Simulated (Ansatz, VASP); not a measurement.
**Two plane-wave programs on C**

```
C
1.0
     0.00000    1.55243    1.55243
     1.55243    0.00000    1.55243
     1.55243    1.55243    0.00000
C
1
Cartesian
  0.0000 0.0000 0.0000
```

Alike in both runs: task single point; functional RPBE; k mesh 19 × 19 × 19; occupations fermi-dirac, width 0.1 eV; no spin polarisation.

```csv
,VASP,Ansatz
version,VASP 6.6.1,Ansatz 0.2.0
potentials or method,"VASP PAW PBE potentials, release 64 (C), cutoff 520 eV","plane waves (420 eV) with PAW, scalar-relativistic"
valence electrons in the cell,4,4
```

|  | VASP | Ansatz | Ansatz less VASP |
| --- | --- | --- | --- |
| pressure (GPa) | -0.2 | -0.3 | -0.02 |

VASP's potentials were made for PBE, not for RPBE. The functional is the same, so the differences come from potentials, cutoffs and numerics.
